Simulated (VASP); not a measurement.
KCl: single point with PBE

The system is KCl.

```
K Cl
1.0
     3.83920    0.00000    0.00000
     0.00000    3.83920    0.00000
     0.00000    0.00000    3.83920
K Cl
1 1
Direct
  0.00000 0.00000 0.00000
  0.50000 0.50000 0.50000
```

| Quantity | Value |
| --- | --- |
| Program | VASP 6.6.1 |
| Task | single point |
| Functional | PBE |
| Potentials or basis | VASP PAW PBE potentials, release 64 (K_sv, Cl) |
| Cutoff | 520 eV |
| k mesh | 6 × 6 × 6 |
| Occupations | fermi-dirac, width 0.05 eV |
| Spin | no spin polarisation |

The pressure is 0.0 GPa. The band gap on the k mesh is 4.80 eV, indirect (least direct gap 5.00 eV).

Levels at points of the mesh, in eV from the valence-band top:
| k point | band 4 | band 5 | band 6 | band 7 | band 8 | band 9 | band 10 | band 11 | band 12 | band 13 |
| --- | --- | --- | --- | --- | --- | --- | --- | --- | --- | --- |
| (0.00, 0.00, 0.00) | -11.45 | -11.45 | -0.20 | -0.20 | -0.20 | 4.80 | 6.57 | 6.57 | 10.64 | 10.64 |
| (0.50, 0.00, 0.00) | -11.42 | -11.30 | -1.75 | -0.21 | -0.21 | 7.70 | 7.91 | 8.24 | 10.14 | 10.48 |
| (0.50, 0.50, 0.00) | -11.67 | -11.40 | -1.19 | -1.19 | 0.00 | 6.19 | 7.28 | 8.94 | 8.94 | 11.34 |
| (0.50, 0.50, 0.50) | -11.62 | -11.62 | -1.31 | -1.31 | -1.31 | 8.81 | 8.81 | 8.81 | 9.88 | 9.88 |

Run time: 9.5 s on 1 thread of AMD EPYC 9R45 96-Core Processor (Zen 5) (shared host), peak memory 0.14 GiB.

A k mesh can miss the band edges.
